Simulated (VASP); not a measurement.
Set up this calculation in VASP 6.6.1, as the native input.

```
Task                   : single point
Functional             : PBE
Potentials or basis    : VASP PAW PBE potentials, release 64 (Ru_pv, Au)
Cutoff                 : 520 eV
k mesh                 : 5 × 7 × 4
Occupations            : gaussian, width 0.0582 eV
Spin                   : no spin polarisation
Dipole correction      : no
Further INCAR settings : ALGO = Normal; EDIFF = 1e-06; NBANDS = 60
```

The structure of RuAu lies in POSCAR:

```
RuAu
1.0
    4.8159410140      0.0000000000      0.0000000000
    0.0000000000      4.6808474357      0.0000000000
    0.0000000000      0.0000000000      5.5965129885
Ru Au
4 4
Direct
    0.0799455655      0.2500000000      0.6324409151
    0.4200544345      0.7500000000      0.1324409151
    0.5799455655      0.2500000000      0.8675590849
    0.9200544345      0.7500000000      0.3675590849
    0.0945184062      0.2500000000      0.1282947419
    0.4054815938      0.7500000000      0.6282947419
    0.5945184062      0.2500000000      0.3717052581
    0.9054815938      0.7500000000      0.8717052581
```

The input as run:

INCAR

```
PREC = Accurate
ENCUT = 520
EDIFF = 1E-6
ISMEAR = 0
SIGMA = 0.0582
LREAL = F
LASPH = T
NELM = 60
ALGO = Normal
ISIF = 2
LWAVE = F
LCHARG = T
GGA = PE
LELF = T
LVHAR = T
NBANDS = 60
```

KPOINTS

```
regular mesh
0
Gamma
  5 7 4
```

Potentials or basis: VASP PAW PBE potentials, release 64 (Ru_pv, Au).

Command:

```bash
$ cat potpaw_PBE.64/Ru_pv/POTCAR potpaw_PBE.64/Au/POTCAR > POTCAR
$ mpirun -np 1 vasp_std > vasp.out
```

Results of the run:

* Pressure: -0.3 GPa
* Largest force: 0.005 eV/Å
* Band gap on the k mesh: zero (bands 50 and 51 overlap by 0.74 eV)

Caveat: spin-orbit coupling is left out, which moves the levels of the heavy elements.

It took 8.6 min on 1 thread of AMD EPYC 7R13 (shared host), peak memory 0.32 GiB.
